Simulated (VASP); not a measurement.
# AlN (I-4m2) in VASP: a series of runs

The runs below take AlN through single point, with LDA.

Program: VASP 6.6.1. These are calculated values, not measurements. Logs are shortened: lines on timing, memory, paths and dates and some standing lists are left out, and cuts for length are marked.

### 1 The cell of the first run

Symmetry: I-4m2, No. 119, tetragonal system. The conventional cell has a = 3.101 Å, b = 3.101 Å, c = 4.293 Å, α = 90.00°, β = 90.00°, γ = 90.00°. Within 2.5 Å of Al (site symmetry -4m2) lie 4 N at 1.89 Å. N (site symmetry -4m2) has 4 Al at 1.89 Å within 2.5 Å.

### 2 Single point, LDA (in-plane strain +0.01, then relaxed in part)

Contents of INCAR:

```
SYSTEM = AlN
PREC = Accurate
ENCUT = 520
EDIFF = 1E-7
ISMEAR = 0
SIGMA = 0.01
LREAL = .FALSE.
LASPH = .TRUE.
NELM = 100
ALGO = Normal
ISIF = 2
LWAVE = .FALSE.
LCHARG = .TRUE.
GGA = CA
LELF = .TRUE.
LVHAR = .TRUE.
NBANDS = 11
```

Contents of KPOINTS:

```
Automatic mesh
0
G
  10 10 10
  0 0 0
```

Contents of POSCAR:

```
AlN
1.0
    2.1928545271      2.1928545271      0.0000000000
   -2.1928545271      2.1928545271      0.0000000000
    0.0000000000      2.1928545271      2.1465314021
Al N
1 1
Direct
    0.0000000000      0.0000000000      0.0000000000
    0.2500000000      0.7500000000      0.5000000000
```

Potentials or basis: VASP PAW LDA potentials, release 64 (Al, N).

Started as:

```console
$ cat potpaw_LDA.64/Al/POTCAR potpaw_LDA.64/N/POTCAR > POTCAR
$ mpirun -np 1 vasp_std > vasp.out
```

OUTCAR:

```text
SYSTEM = AlN
   PREC = Accurate
   ENCUT = 520
   EDIFF = 1E-7
   ISMEAR = 0
   LREAL = .FALSE.
   LASPH = .TRUE.
   NELM = 100
   ISIF = 2
   GGA = CA

 ion  position               nearest neighbor table
   1  0.000  0.000  0.000-   2 1.89   2 1.89   2 1.89   2 1.89
   2  0.250  0.750  0.500-   1 1.89   1 1.89   1 1.89   1 1.89

  LATTYP: Found a body centered tetragonal cell.
 ALAT       =     3.1011646125
 C/A-ratio  =     1.3843388986

  Lattice vectors:

 A1 = (   2.1928545271,   0.0000000000,  -2.1465314021)
 A2 = (  -2.1928545271,   0.0000000000,  -2.1465314021)
 A3 = (   0.0000000000,   2.1928545271,   2.1465314021)

Analysis of symmetry for initial positions (statically):
=====================================================================
 Subroutine PRICEL returns:
 Original cell was already a primitive cell.

 Routine SETGRP: Setting up the symmetry group for a
 body centered tetragonal supercell.

 Subroutine GETGRP returns: Found  8 space group operations
 (whereof  8 operations were pure point group operations)
 out of a pool of 16 trial point group operations.

The static configuration has the point symmetry D_2d.

Analysis of symmetry for dynamics (positions and initial velocities):
=====================================================================
 Subroutine PRICEL returns:
 Original cell was already a primitive cell.

 Routine SETGRP: Setting up the symmetry group for a
 body centered tetragonal supercell.

 Subroutine GETGRP returns: Found  8 space group operations
 (whereof  8 operations were pure point group operations)
 out of a pool of 16 trial point group operations.

The dynamic configuration has the point symmetry D_2d.

 Subroutine INISYM returns: Found  8 space group operations
 (whereof  8 operations are pure point group operations),
 and found     1 'primitive' translations

----------------------------------------------------------------------------------------

                                     Primitive cell

  volume of cell :      20.6437

  direct lattice vectors                    reciprocal lattice vectors
     2.192854527  2.192854527  0.000000000     0.228013301  0.228013301 -0.232933932
    -2.192854527  2.192854527  0.000000000    -0.228013301  0.228013301 -0.232933932
     0.000000000  2.192854527  2.146531402     0.000000000  0.000000000  0.465867864

  length of vectors
     3.101164613  3.101164613  3.068584044     0.397791840  0.397791840  0.465867864

[... 87 lines left out ...]
   ISYM   =      2    0-nonsym 1-usesym 2-fastsym
   POTIM  = 0.5000    time-step for ionic-motion
   TEBEG  =    0.0;   TEEND  =   0.0 temperature during run
   PSTRESS=    0.0 pullay stress
   NELECT =       8.0000    total number of electrons
   NUPDOWN=      -1.0000    fix difference up-down
   EMIN   =  10.00;   EMAX   =-10.00  energy-range for DOS
   EFERMI =   0.00;   METHOD = LEGACY
   ISMEAR =     0;   SIGMA  =   0.01  broadening in eV -4-tet -1-fermi 0-gaus
   EFERMI_NEDOS =   21; number of points for ismear=-14 and -15
   IALGO  =     38    algorithm
   IMIX   =      4    mixing-type and parameters
     AMIX     =   0.40;   BMIX     =  1.00
     AMIX_MAG =   1.60;   BMIX_MAG =  1.00
  volume/ion in A,a.u.               =      10.32        69.66
  Fermi-wavevector in a.u.,A,eV,Ry     =   1.193555  2.255492 19.382508  1.424574
  Thomas-Fermi vector in A             =   2.329567
   LORBIT       =      0    0 simple, 1 ext, 2 COOP (PROOUT), +10 PAW based schemes
   GGA     = CA    functional components
   LHFCALC =     F    Hartree Fock is set to
   AEXX    =    0.0000 exact exchange contribution
   IVDW    =     0    specifies the selected vdW correction
   LEPSILON=     F    determine dielectric tensor
   LRPA    =     F    only Hartree local field effects (RPA)
 non-spin polarized calculation
 Gauss-broadening in eV      SIGMA  =   0.01
  energy-cutoff  :      520.00
  volume of cell :       20.64
 maximum number of plane-waves:       566
   NGX = 11   NGY = 11   NGZ = 11

 number of electron       8.0000001 magnetization

 Free energy of the ion-electron system (eV)
  ---------------------------------------------------
  ext. energy  EPLUGINS =         0.00000000
  ---------------------------------------------------
  free energy    TOTEN  =       -16.37275416 eV

  energy without entropy =      -16.37275416  energy(sigma->0) =      -16.37275416

 E-fermi :   5.8925     XC(G=0): -11.3067

 val. band max:        5.8547899392   @ k =   0.0000   0.0000   0.0000
 cond. band min:       8.9601002191   @ k =   0.0000   0.0000   0.5000
 fundamental gap:      3.1053102799
 Fermi energy:         5.8924753650

 k-point     1 :       0.0000    0.0000    0.0000
  band No.  band energies     occupation
      1      -9.0804      2.00000
      2       5.7691      2.00000
      3       5.7691      2.00000
      4       5.8548      2.00000
      5      10.1121      0.00000
      6      18.2058      0.00000
      7      18.2305      0.00000
      8      18.2305      0.00000
      9      23.0484      0.00000
     10      23.7018      0.00000
     11      24.5346      0.00000
[... 309 lines left out ...]
 k-point    24 :       0.4000    0.3000   -0.0000
  band No.  band energies     occupation
      1      -6.4001      2.00000
      2       1.1581      2.00000
      3       2.3767      2.00000
      4       4.6467      2.00000
      5      11.5822      0.00000
      6      15.8972      0.00000
      7      18.2605      0.00000
      8      19.3172      0.00000
      9      21.5480      0.00000
     10      24.9503      0.00000
     11      29.7952      0.00000

 [... further k-points ...]

------------------------ aborting loop because EDIFF is reached ----------------------------------------

  FORCE on cell =-STRESS in cart. coord.  units (eV):
  Direction    XX          YY          ZZ          XY          YZ          ZX
  --------------------------------------------------------------------------------------
  -------------------------------------------------------------------------------------
  Total       -0.2691937     -0.2691937      0.0754770      0.0000000      0.0000000      0.0000000
  in kB      -20.8924096    -20.8924096      5.8578477      0.0000000      0.0000000      0.0000000
  external PRESSURE =     -11.9756572 kB  Pullay stress =       0.0000000 kB

 VOLUME and BASIS-vectors are now :
 -----------------------------------------------------------------------------
  energy-cutoff  :      520.00
  volume of cell :       20.64
      direct lattice vectors                 reciprocal lattice vectors
     2.192854527  2.192854527  0.000000000     0.228013301  0.228013301 -0.232933932
    -2.192854527  2.192854527  0.000000000    -0.228013301  0.228013301 -0.232933932
     0.000000000  2.192854527  2.146531402     0.000000000  0.000000000  0.465867864

 POSITION                                       TOTAL-FORCE (eV/Angst)
 -----------------------------------------------------------------------------------
      0.00000      0.00000      0.00000         0.000000      0.000000      0.000000
     -1.09643      3.28928      1.07327        -0.000000     -0.000000      0.000000
 -----------------------------------------------------------------------------------
    total drift:                               -0.000000      0.000000      0.000000

  FREE ENERGIE OF THE ION-ELECTRON SYSTEM (eV)
  ---------------------------------------------------
  free  energy   TOTEN  =       -16.3727541629 eV

  energy  without entropy=      -16.3727541629  energy(sigma->0) =      -16.37275416
```

stdout:

```text
POSCAR found type information on POSCAR AlN
 POSCAR found :  2 types and       2 ions
 scaLAPACK will be used
 LDA part: xc-table for (Slater(with rela. corr.)+CA(PZ))
 , standard interpolation
 POSCAR, INCAR and KPOINTS ok, starting setup
 FFT: planning ... GRIDC
 FFT: planning ... GRID_SOFT
 FFT: planning ... GRID
 WAVECAR not read
 entering main loop
```

Run time: 6.4 s. Hardware: 1 thread of Intel Xeon 6975P-C (Granite Rapids), shared host; peak memory 0.14 GiB.

Results:

```
Free energy            : -16.3728 eV
Pressure               : -1.2 GPa
Band gap on the k mesh : 3.11 eV, indirect (least direct gap 4.26 eV)
```

Levels at points of the mesh, in eV from the valence-band top:
| k point | band 1 | band 2 | band 3 | band 4 | band 5 | band 6 | band 7 | band 8 | band 9 |
| --- | --- | --- | --- | --- | --- | --- | --- | --- | --- |
| (0.00, 0.00, 0.00) | -14.94 | -0.09 | -0.09 | 0.00 | 4.26 | 12.35 | 12.38 | 12.38 | 17.19 |
| (0.50, 0.00, 0.00) | -12.79 | -6.01 | -0.63 | -0.46 | 7.28 | 9.77 | 10.77 | 11.18 | 17.78 |
| (0.50, 0.50, 0.00) | -12.15 | -5.11 | -1.80 | -1.80 | 3.21 | 8.52 | 13.69 | 15.29 | 15.92 |
| (0.00, 0.00, 0.50) | -12.05 | -4.90 | -1.98 | -1.98 | 3.11 | 8.19 | 14.07 | 15.43 | 15.43 |

Caveat: the cell differs from its parent crystal (in-plane strain +0.01, then relaxed in part).

### 3 Single point, LDA (in-plane strain +0.01)

Contents of INCAR:

```
PREC = Accurate ; ENCUT = 520
EDIFF = 1E-6 ; ISMEAR = 0
SIGMA = 0.01 ; LREAL = False
LASPH = True ; NELM = 60
ALGO = Normal ; ISIF = 2
LWAVE = False ; LCHARG = False
NBANDS = 11
```

Contents of KPOINTS:

```
Automatic mesh
0
Gamma
  10 10 10
```

Changes to POSCAR since step 2:

```diff
@@ -4,3 +4,3 @@
    -2.1928545271      2.1928545271      0.0000000000
-    0.0000000000      2.1928545271      2.1465314021
+    0.0000000000      2.1928545271      2.1581162376
 Al N
```

Potentials or basis: VASP PAW LDA potentials, release 64 (Al, N).

Started as:

```console
$ cat potpaw_LDA.64/Al/POTCAR potpaw_LDA.64/N/POTCAR > POTCAR
$ mpirun -np 1 vasp_std > vasp.out
```

Wall time 5.8 s (1 thread of Intel Xeon 6975P-C (Granite Rapids), shared host); peak memory 0.13 GiB.

Results (log left out):

* Free energy: -16.3727 eV
* Pressure: -2.3 GPa
* Band gap on the k mesh: 3.13 eV, indirect (least direct gap 4.22 eV)

Stress tensor (GPa, compression positive):
```
-2.96  0.00  0.00
 0.00 -2.96  0.00
 0.00  0.00 -0.92
```

Levels at points of the mesh, in eV from the valence-band top:
```
           k point  band 2  band 3  band 4  band 5  band 6  band 7
(0.00, 0.00, 0.00)   -0.06   -0.06    0.00    4.22   12.32   12.33
(0.50, 0.00, 0.00)   -5.97   -0.60   -0.46    7.25    9.75   10.80
(0.50, 0.50, 0.00)   -5.06   -1.80   -1.79    3.21    8.47   13.66
(0.00, 0.00, 0.50)   -4.91   -1.93   -1.93    3.13    8.22   13.95
```

Caveat: the cell differs from its parent crystal (in-plane strain +0.01).

### 4 Single point, LDA (film at in-plane strain +0.01)

Contents of INCAR:

```
SYSTEM = AlN
ALGO = Normal ; EDIFF = 1E-6
ENCUT = 520 ; ISIF = 2
ISMEAR = 0 ; LASPH = .TRUE.
LCHARG = .FALSE. ; LREAL = .FALSE.
LWAVE = .FALSE. ; NBANDS = 11
NELM = 100 ; PREC = Accurate
SIGMA = 0.01
```

Contents of KPOINTS:

```
k-points
0
G
  10 10 10
  0 0 0
```

Changes to POSCAR since step 3:

```diff
@@ -4,3 +4,3 @@
    -2.1928545271      2.1928545271      0.0000000000
-    0.0000000000      2.1928545271      2.1581162376
+    0.0000000000      2.1928545271      2.1465314021
 Al N
```

Started as:

```console
$ cat potpaw_LDA.64/Al/POTCAR potpaw_LDA.64/N/POTCAR > POTCAR
$ mpirun -np 1 vasp_std > vasp.out
```

Run time: 5.8 s. Hardware: 1 thread of Intel Xeon 6975P-C (Granite Rapids), shared host; peak memory 0.13 GiB.

The run converged. Its results:

```
Free energy            : -16.3728 eV
Pressure               : -1.2 GPa
Band gap on the k mesh : 3.11 eV, indirect (least direct gap 4.26 eV)
```

Stress tensor (GPa, compression positive):
```
-2.09  0.00  0.00
 0.00 -2.09  0.00
 0.00  0.00  0.59
```

Levels at points of the mesh, in eV from the valence-band top:
```tsv
k point	band 1	band 2	band 3	band 4	band 5	band 6	band 7	band 8	band 9
(0.00, 0.00, 0.00)	-14.94	-0.09	-0.09	0.00	4.26	12.35	12.38	12.38	17.19
(0.50, 0.00, 0.00)	-12.79	-6.01	-0.63	-0.46	7.28	9.77	10.77	11.18	17.78
(0.50, 0.50, 0.00)	-12.15	-5.11	-1.80	-1.80	3.21	8.52	13.69	15.29	15.92
(0.00, 0.00, 0.50)	-12.05	-4.90	-1.98	-1.98	3.11	8.19	14.07	15.43	15.43
```

Caveat: the cell differs from its parent crystal (film at in-plane strain +0.01). A k mesh can miss the band edges.

### 5 Single point, LDA (in-plane strain +0.02)

Changes to INCAR since step 4:

```diff
@@ -6,3 +6,3 @@
 LWAVE = .FALSE. ; NBANDS = 11
-NELM = 100 ; PREC = Accurate
+NELM = 60 ; PREC = Accurate
 SIGMA = 0.01
```

KPOINTS is that of step 4.

Contents of POSCAR:

```
AlN
1.0
    2.2145659581      2.2145659581      0.0000000000
   -2.2145659581      2.2145659581      0.0000000000
    0.0000000000      2.2145659581      2.1450893790
Al N
1 1
Direct
    0.0000000000      0.0000000000      0.0000000000
    0.2500000000      0.7500000000      0.5000000000
```

Started as:

```console
$ cat potpaw_LDA.64/Al/POTCAR potpaw_LDA.64/N/POTCAR > POTCAR
$ mpirun -np 1 vasp_std > vasp.out
```

It took 5.9 s on 1 thread of Intel Xeon 6975P-C (Granite Rapids), shared host; peak memory 0.13 GiB.

Results (log left out):

- Free energy: -16.3622 eV
- Pressure: -5.0 GPa
- Band gap on the k mesh: 3.04 eV, indirect (least direct gap 4.06 eV)

Stress tensor (GPa, compression positive):
```
-6.34  0.00  0.00
 0.00 -6.34  0.00
 0.00  0.00 -2.41
```

Levels at points of the mesh, in eV from the valence-band top:
```csv
k point,band 1,band 2,band 3,band 4,band 5,band 6,band 7,band 8
"(0.00, 0.00, 0.00)",-14.85,-0.12,-0.12,0.00,4.06,12.13,12.17,12.17
"(0.50, 0.00, 0.00)",-12.76,-5.95,-0.70,-0.44,7.06,9.62,10.53,11.16
"(0.50, 0.50, 0.00)",-12.15,-5.11,-1.78,-1.77,3.19,8.43,13.34,14.91
"(0.00, 0.00, 0.50)",-12.02,-4.81,-2.04,-2.04,3.04,7.93,13.90,15.11
```

Caveat: the cell differs from its parent crystal (in-plane strain +0.02). A k mesh can miss the band edges.

### 6 Single point, LDA (in-plane strain -0.02)

Contents of INCAR:

```
PREC = Accurate
ENCUT = 520
EDIFF = 1E-6
ISMEAR = 0
SIGMA = 0.01
LREAL = False
LASPH = True
NELM = 80
ALGO = Normal
ISIF = 2
LWAVE = False
LCHARG = False
GGA = CA
NBANDS = 11
```

Contents of KPOINTS:

```
Automatic mesh
0
Gamma
  10 10 10
```

Contents of POSCAR:

```
AlN
1.0
    2.1277202342      2.1277202342      0.0000000000
   -2.1277202342      2.1277202342      0.0000000000
    0.0000000000      2.1277202342      2.1971968133
Al N
1 1
Direct
    0.0000000000      0.0000000000      0.0000000000
    0.2500000000      0.7500000000      0.5000000000
```

Potentials or basis: VASP PAW LDA potentials, release 64 (Al, N).

Started as:

```console
$ cat potpaw_LDA.64/Al/POTCAR potpaw_LDA.64/N/POTCAR > POTCAR
$ mpirun -np 1 vasp_std > vasp.out
```

Wall time 12 s (1 thread of Intel Xeon Platinum 8259CL at 2.50GHz (Skylake/Cascade Lake), shared host); peak memory 0.13 GiB.

The run converged. Its results:

| Property | Result |
| --- | --- |
| Free energy | -16.3556 eV |
| Pressure | 7.0 GPa |
| Band gap on the k mesh | 3.14 eV, indirect (least direct gap 4.60 eV) |

Stress tensor (GPa, compression positive):
```
8.53 0.00 0.00
0.00 8.53 0.00
0.00 0.00 3.86
```

Levels at points of the mesh, in eV from the valence-band top:
| k point | band 2 | band 3 | band 4 | band 5 | band 6 | band 7 |
| --- | --- | --- | --- | --- | --- | --- |
| (0.00, 0.00, 0.00) | -0.15 | -0.01 | -0.01 | 4.59 | 12.73 | 12.73 |
| (0.50, 0.00, 0.00) | -6.17 | -0.69 | -0.40 | 7.58 | 10.02 | 10.96 |
| (0.50, 0.50, 0.00) | -5.05 | -1.99 | -1.99 | 3.14 | 8.46 | 14.51 |
| (0.00, 0.00, 0.50) | -5.37 | -1.71 | -1.71 | 3.30 | 8.96 | 13.93 |

Caveat: the cell differs from its parent crystal (in-plane strain -0.02). A k mesh can miss the band edges.

### 7 Overview

```tsv
cell	gap on the mesh (eV)	pressure (GPa)
a = 3.101, b = 3.101, c = 3.069 Å, angles 59.6, 59.6, 90.0°, 2 atoms	3.11	-1.2
a = 3.101, b = 3.101, c = 3.077 Å, angles 59.7, 59.7, 90.0°, 2 atoms	3.13	-2.3
a = 3.132, b = 3.132, c = 3.083 Å, angles 59.5, 59.5, 90.0°, 2 atoms	3.04	-5.0
a = 3.009, b = 3.009, c = 3.059 Å, angles 60.5, 60.5, 90.0°, 2 atoms	3.14	7.0
```

Alike in all rows: task single point; level LDA; potentials or basis VASP PAW LDA potentials, release 64 (Al, N); no spin polarisation; k mesh 10 × 10 × 10; cutoff (eV) 520; smearing gaussian 0.01 eV.

Total energies depend on the potentials used, so only differences within one code and one set of settings carry meaning.
